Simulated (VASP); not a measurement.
# ZnS (F-43m) in VASP: relaxation of cell and atoms with LDA

Aim: the relaxation of cell and atoms of ZnS with LDA.

All numbers are computed with VASP 6.6.1; they aren't measurements. Logs are shortened: lines on timing, memory, paths and dates and some standing lists are left out, and cuts for length are marked.

## 1. The cell of the first run

The structure is cubic, space group F-43m (No. 216). Conventional cell: a = 5.297 Å, b = 5.297 Å, c = 5.297 Å, α = 90.00°, β = 90.00°, γ = 90.00°. Within 3.0 Å of Zn (site symmetry -43m) lie 4 S at 2.29 Å. Within 3.0 Å of S (site symmetry -43m) lie 4 Zn at 2.29 Å.

## 2. Relaxation of cell and atoms, LDA

File INCAR:

```
SYSTEM = ZnS
PREC     = Accurate       ! precision mode
ENCUT    = 600            ! plane-wave cutoff, eV
EDIFF    = 1E-6           ! SCF threshold, eV
ISMEAR   = 0              ! smearing method
SIGMA    = 0.01           ! smearing width, eV
LREAL    = .FALSE.        ! projectors in reciprocal space
LASPH    = .TRUE.         ! aspherical terms in the spheres
NELM     = 60             ! most SCF steps
ALGO     = Normal         ! electronic algorithm
ISIF     = 3              ! what is computed and relaxed
LWAVE    = .FALSE.        ! write WAVECAR
LCHARG   = .FALSE.        ! write CHGCAR
GGA      = CA             ! functional
IBRION   = 2              ! ionic algorithm
NSW      = 80             ! ionic steps
EDIFFG   = -0.001         ! ionic threshold
```

File KPOINTS:

```
regular mesh
0
G
  10 10 10
  0 0 0
```

File POSCAR:

```
ZnS
1.0
    0.0000000000      2.6483447028      2.6483447028
    2.6483447028      0.0000000000      2.6483447028
    2.6483447028      2.6483447028      0.0000000000
Zn S
1 1
Direct
    0.0000000000      0.0000000000      0.0000000000
    0.7500000000      0.7500000000      0.7500000000
```

Potentials or basis: VASP PAW LDA potentials, release 64 (Zn, S).

Started as:

```console
$ cat potpaw_LDA.64/Zn/POTCAR potpaw_LDA.64/S/POTCAR > POTCAR
$ mpirun -np 1 vasp_std > vasp.out
```

OUTCAR:

```text
SYSTEM = ZnS
   PREC = Accurate
   ENCUT = 600
   EDIFF = 1E-6
   ISMEAR = 0
   LREAL = .FALSE.
   LASPH = .TRUE.
   NELM = 60
   ISIF = 3
   GGA = CA
   IBRION = 2
   NSW = 80
   EDIFFG = -0.001

 ion  position               nearest neighbor table
   1  0.000  0.000  0.000-   2 2.29   2 2.29   2 2.29   2 2.29
   2  0.750  0.750  0.750-   1 2.29   1 2.29   1 2.29   1 2.29

  LATTYP: Found a face centered cubic cell.
 ALAT       =     5.2966894056

  Lattice vectors:

 A1 = (   0.0000000000,   2.6483447028,   2.6483447028)
 A2 = (   2.6483447028,   0.0000000000,   2.6483447028)
 A3 = (   2.6483447028,   2.6483447028,   0.0000000000)

Analysis of symmetry for initial positions (statically):
=====================================================================
 Subroutine PRICEL returns:
 Original cell was already a primitive cell.

 Routine SETGRP: Setting up the symmetry group for a
 face centered cubic supercell.

 Subroutine GETGRP returns: Found 24 space group operations
 (whereof 24 operations were pure point group operations)
 out of a pool of 48 trial point group operations.

The static configuration has the point symmetry T_d .

Analysis of symmetry for dynamics (positions and initial velocities):
=====================================================================
 Subroutine PRICEL returns:
 Original cell was already a primitive cell.

 Routine SETGRP: Setting up the symmetry group for a
 face centered cubic supercell.

 Subroutine GETGRP returns: Found 24 space group operations
 (whereof 24 operations were pure point group operations)
 out of a pool of 48 trial point group operations.

The dynamic configuration has the point symmetry T_d .

 Subroutine INISYM returns: Found 24 space group operations
 (whereof 24 operations are pure point group operations),
 and found     1 'primitive' translations

----------------------------------------------------------------------------------------

                                     Primitive cell

  volume of cell :      37.1495

  direct lattice vectors                    reciprocal lattice vectors
     0.000000000  2.648344703  2.648344703    -0.188797176  0.188797176  0.188797176
     2.648344703  0.000000000  2.648344703     0.188797176 -0.188797176  0.188797176
     2.648344703  2.648344703  0.000000000     0.188797176  0.188797176 -0.188797176

  length of vectors
     3.745324997  3.745324997  3.745324997     0.327006301  0.327006301  0.327006301

  position of ions in fractional coordinates (direct lattice)
     0.000000000  0.000000000  0.000000000
     0.750000000  0.750000000  0.750000000

  ion indices of the primitive-cell ions
   primitive index   ion index
                 1           1
                 2           2

----------------------------------------------------------------------------------------

 KPOINTS: regular mesh

Automatic generation of k-mesh.
 Grid dimensions read from file:
 generate k-points for:   10   10   10

 Generating k-lattice:

  Cartesian coordinates                     Fractional coordinates (reciprocal lattice)
    -0.018879718  0.018879718  0.018879718     0.100000000  0.000000000  0.000000000
     0.018879718 -0.018879718  0.018879718     0.000000000  0.100000000  0.000000000
     0.018879718  0.018879718 -0.018879718     0.000000000  0.000000000  0.100000000

  Length of vectors
     0.032700630  0.032700630  0.032700630

  Shift w.r.t. Gamma in fractional coordinates (k-lattice)
     0.000000000  0.000000000  0.000000000

 Subroutine IBZKPT returns following result:
 ===========================================

 Found     47 irreducible k-points:

 Following reciprocal coordinates:
            Coordinates               Weight
  0.000000  0.000000  0.000000      1.000000
  0.100000  0.000000  0.000000      8.000000
  0.200000  0.000000  0.000000      8.000000
  0.300000  0.000000  0.000000      8.000000
  0.400000  0.000000  0.000000      8.000000
  0.500000  0.000000  0.000000      4.000000
[... 16 lines left out ...]
  0.300000  0.300000  0.000000      6.000000
  0.400000  0.300000  0.000000     24.000000
 [... further k-points ...]
   k-points           NKPTS =     47   k-points in BZ     NKDIM =     47   number of bands    NBANDS=     13
   number of dos      NEDOS =    301   number of ions     NIONS =      2
   total plane-waves  NPLWV =  27000
   dimension x,y,z NGX =    30 NGY =   30 NGZ =   30
   dimension x,y,z NGXF=    60 NGYF=   60 NGZF=   60
   ions per type =               1   1
   NGX,Y,Z   is equivalent  to a cutoff of  13.32, 13.32, 13.32 a.u.
   NGXF,Y,Z  is equivalent  to a cutoff of  26.63, 26.63, 26.63 a.u.
 SYSTEM =  ZnS
   PREC   = accura    normal or accurate (medium, high low for compatibility)
   ISTART =      0    job   : 0-new  1-cont  2-samecut
   ICHARG =      2    charge: 1-file 2-atom 10-const
   ISPIN  =      1    spin polarized calculation?
   LNONCOLLINEAR =      F non collinear calculations
   LSORBIT =      F    spin-orbit coupling
   LASPH  =      T    aspherical Exc in radial PAW
   ENCUT  =  600.0 eV  44.10 Ry    6.64 a.u.   7.48  7.48  7.48*2*pi/ulx,y,z
   NELM   =     60;   NELMIN=  2; NELMDL= -5     # of ELM steps
   EDIFF  = 0.1E-05   stopping-criterion for ELM
   LREAL  =      F    real-space projection
   EDIFFG = -.1E-02   stopping-criterion for IOM
   NSW    =     80    number of steps for IOM
   IBRION =      2    ionic relax: 0-MD 1-quasi-New 2-CG
   NFREE  =      1    steps in history (QN), initial steepest desc. (CG)
   ISIF   =      3    stress and relaxation
   ISYM   =      2    0-nonsym 1-usesym 2-fastsym
   POTIM  = 0.5000    time-step for ionic-motion
   TEBEG  =    0.0;   TEEND  =   0.0 temperature during run
   PSTRESS=    0.0 pullay stress
   NELECT =      18.0000    total number of electrons
   NUPDOWN=      -1.0000    fix difference up-down
   EMIN   =  10.00;   EMAX   =-10.00  energy-range for DOS
   EFERMI =   0.00;   METHOD = LEGACY
   ISMEAR =     0;   SIGMA  =   0.01  broadening in eV -4-tet -1-fermi 0-gaus
   EFERMI_NEDOS =   21; number of points for ismear=-14 and -15
   IALGO  =     38    algorithm
   IMIX   =      4    mixing-type and parameters
     AMIX     =   0.40;   BMIX     =  1.00
     AMIX_MAG =   1.60;   BMIX_MAG =  1.00
  volume/ion in A,a.u.               =      18.57       125.35
  Fermi-wavevector in a.u.,A,eV,Ry     =   1.285823  2.429853 22.495064  1.653341
  Thomas-Fermi vector in A             =   2.417934
   LORBIT       =      0    0 simple, 1 ext, 2 COOP (PROOUT), +10 PAW based schemes
   GGA     = CA    functional components
   LHFCALC =     F    Hartree Fock is set to
   AEXX    =    0.0000 exact exchange contribution
   IVDW    =     0    specifies the selected vdW correction
   LEPSILON=     F    determine dielectric tensor
   LRPA    =     F    only Hartree local field effects (RPA)
 conjugate gradient relaxation of ions
 non-spin polarized calculation
 Gauss-broadening in eV      SIGMA  =   0.01
  energy-cutoff  :      600.00
  volume of cell :       37.15
 maximum number of plane-waves:      1266
 NGX is ok and might be reduce to    30
   NGX = 15   NGY = 15   NGZ = 15

--------------------------------------- Ionic step        1  -------------------------------------------

 number of electron      17.9999987 magnetization

 Free energy of the ion-electron system (eV)
  ---------------------------------------------------
  ext. energy  EPLUGINS =         0.00000000
  ---------------------------------------------------
  free energy    TOTEN  =        -8.20805492 eV

  energy without entropy =       -8.20805492  energy(sigma->0) =       -8.20805492

------------------------ aborting loop because EDIFF is reached ----------------------------------------

  FORCE on cell =-STRESS in cart. coord.  units (eV):
  Direction    XX          YY          ZZ          XY          YZ          ZX
  --------------------------------------------------------------------------------------
  -------------------------------------------------------------------------------------
  Total        0.0634309      0.0634309      0.0634309      0.0000000      0.0000000      0.0000000
  in kB        2.7356352      2.7356352      2.7356352      0.0000000      0.0000000      0.0000000
  external PRESSURE =       2.7356352 kB  Pullay stress =       0.0000000 kB
[... 165 lines left out ...]
  energy  without entropy=       -8.2081396894  energy(sigma->0) =       -8.20813969

--------------------------------------- Ionic step        6  -------------------------------------------

 number of electron      17.9999988 magnetization

 Free energy of the ion-electron system (eV)
  ---------------------------------------------------
  ext. energy  EPLUGINS =         0.00000000
  ---------------------------------------------------
  free energy    TOTEN  =        -8.20813973 eV

  energy without entropy =       -8.20813973  energy(sigma->0) =       -8.20813973

 E-fermi :   2.5772     XC(G=0): -10.3039

 val. band max:        2.4857362747   @ k =   0.0000   0.0000   0.0000
 cond. band min:       4.6340796606   @ k =   0.0000   0.0000   0.0000
 fundamental gap:      2.1483433859
 Fermi energy:         2.5772111074

 k-point     1 :       0.0000    0.0000    0.0000
  band No.  band energies     occupation
      1     -11.0410      2.00000
      2      -4.2588      2.00000
      3      -4.2588      2.00000
      4      -4.2588      2.00000
      5      -3.7090      2.00000
      6      -3.7090      2.00000
      7       2.4857      2.00000
      8       2.4857      2.00000
      9       2.4857      2.00000
     10       4.6341      0.00000
     11       8.6972      0.00000
     12       8.6972      0.00000
     13       8.6972      0.00000
[... 353 lines left out ...]
 k-point    24 :       0.4000    0.3000    0.0000
  band No.  band energies     occupation
      1      -9.9463      2.00000
      2      -4.3090      2.00000
      3      -3.9875      2.00000
      4      -3.9801      2.00000
      5      -3.6872      2.00000
      6      -3.6432      2.00000
      7      -1.5063      2.00000
      8       0.2754      2.00000
      9       0.5120      2.00000
     10       6.2590      0.00000
     11       7.0914      0.00000
     12      11.2760      0.00000
     13      12.2534      0.00000

 [... further k-points ...]
[... 5 lines left out ...]
  --------------------------------------------------------------------------------------
  -------------------------------------------------------------------------------------
  Total        0.0002368      0.0002368      0.0002368      0.0000000      0.0000000      0.0000000
  in kB        0.0101832      0.0101832      0.0101832      0.0000000      0.0000000      0.0000000
  external PRESSURE =       0.0101832 kB  Pullay stress =       0.0000000 kB
[... 17 lines left out ...]
  FREE ENERGIE OF THE ION-ELECTRON SYSTEM (eV)
  ---------------------------------------------------
  free  energy   TOTEN  =        -8.2081397313 eV

  energy  without entropy=       -8.2081397313  energy(sigma->0) =       -8.20813973

 reached required accuracy - stopping structural energy minimisation
```

It took 39 s on 1 thread of Intel Xeon 6975P-C (Granite Rapids), shared host; peak memory 0.16 GiB.

Results:

```
Free energy                            : -8.2081 eV
Relaxed volume                         : 18.63 Å³/atom
Relaxed cell                           : a = 3.749 Å, b = 3.749 Å, c = 3.749 Å, α = 60.00°, β = 60.00°, γ = 60.00°
Space group after relaxing (to 0.05 Å) : F-43m (No. 216)
Energy gained by relaxing              : 0.0 meV/atom
Ionic steps                            : 6
Pressure after relaxing                : 0.0 GPa
Band gap on the k mesh                 : 2.15 eV, direct
```

Final structure:
```cif
data_structure
_symmetry_space_group_name_H-M 'P 1'
_symmetry_Int_Tables_number 1
_cell_length_a 3.7487
_cell_length_b 3.7487
_cell_length_c 3.7487
_cell_angle_alpha 60.000
_cell_angle_beta 60.000
_cell_angle_gamma 60.000
_cell_volume 37.25
loop_
_atom_site_label
_atom_site_type_symbol
_atom_site_fract_x
_atom_site_fract_y
_atom_site_fract_z
_atom_site_occupancy
Zn1 Zn 0.00000 0.00000 0.00000 1
S1 S 0.75000 0.75000 0.75000 1
```

Expect the measured gap to be larger: semilocal functionals such as LDA lack the derivative discontinuity.
